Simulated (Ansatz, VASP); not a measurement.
# Ti in VASP and in Ansatz

POSCAR

```
Ti
1.0
   -1.6518678664      1.6518678664      1.6518678664
    1.6518678664     -1.6518678664      1.6518678664
    1.6518678664      1.6518678664     -1.6518678664
Ti
1
Direct
    0.0000000000      0.0000000000      0.0000000000
```

File INCAR.step1:

```
SYSTEM = Ti
PREC = Accurate
ENCUT = 520
ISMEAR = -1
SIGMA = 0.05
LREAL = .False.
LASPH = .True.
NELM = 100
NBANDS = 12
GGA = PE
ALGO = Normal
EDIFF = 1E-4
LWAVE = .True.
LCHARG = .False.
```

INCAR.step2

```
SYSTEM = Ti
PREC = Accurate
ENCUT = 520
EDIFF = 1E-6
ISMEAR = -1
SIGMA = 0.05
LREAL = .False.
LASPH = .True.
NELM = 100
ALGO = Normal
ISIF = 2
LWAVE = .False.
LCHARG = .False.
METAGGA = R2SCAN
LMIXTAU = .True.
NBANDS = 12
ISTART = 1
```

File KPOINTS:

```
regular mesh
0
Gamma
  11 11 11
  0 0 0
```

Contents of input.yaml:

```yaml
crystal:
  lattice:
    - [-1.6518678664, 1.6518678664, 1.6518678664]
    - [1.6518678664, -1.6518678664, 1.6518678664]
    - [1.6518678664, 1.6518678664, -1.6518678664]
  atoms:
    - { symbol: Ti, position: [0.0, 0.0, 0.0] }
hamiltonian:
  xc: r2scan
  pseudopotentials: { kind: paw }
kpoints:
  mp_grid: { grid: [11, 11, 11] }
scf:
  occupations: { method: fermi_dirac, width: 0.05 }
output:
  forces: true
  stress: true
  eigenvalues: true
```

Alike in both runs: task single point; functional r2SCAN; k mesh 11 × 11 × 11; occupations fermi-dirac, width 0.05 eV; no spin polarisation.

|  | VASP | Ansatz |
| --- | --- | --- |
| version | VASP 6.6.1 | Ansatz 0.2.0 |
| potentials or method | VASP PAW PBE potentials, release 64 (Ti_sv) | Ansatz PAW |
| plane-wave cutoff (eV) | 520 | 500 |
| valence electrons in the cell | 12 | 12 |

Ansatz gave:

- gap on the k mesh at the Fermi level (eV): none
- pressure (GPa): -4.7

Q: Which values does VASP return?

A: gap on the k mesh at the Fermi level (eV): none; pressure (GPa): -4.5.

VASP's potentials were made for PBE, not for r2SCAN. A gap of «none» marks a metal or a gap that the smearing closes. The functional is the same, so the differences come from potentials, cutoffs and numerics.
